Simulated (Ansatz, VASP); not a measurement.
**One calculation of HfC, two programs**

```
Hf C
1.0
     0.00000    2.30175    2.32500
     2.30175    0.00000    2.32500
     2.30175    2.30175    0.00000
Hf C
1 1
Direct
  0.50000 0.50000 0.50000
  0.00000 0.00000 0.00000
```

Change from the starting cell: equal xx and yy strain of -1 %.

Alike in both runs: task single point; functional PBEsol; k mesh 15 × 15 × 15; occupations fermi-dirac, width 0.05 eV; no spin polarisation.

```csv
,VASP,Ansatz
version,VASP 6.6.1,Ansatz 0.2.0
potentials or method,"VASP PAW PBE potentials, release 64 (Hf_pv, C), cutoff 520 eV","all-electron LAPW, scalar-relativistic"
```

|  | VASP | Ansatz | Ansatz less VASP |
| --- | --- | --- | --- |
| pressure (GPa) | -2.2 | -1.8 | +0.40 |
| traceless stress, the component that is largest in VASP (GPa) | -2.75 | -2.70 | +0.056 |

VASP's potentials were made for PBE, not for PBEsol. Ansatz ran all-electron here, and VASP with PAW potentials.

Spin-orbit coupling is off throughout.
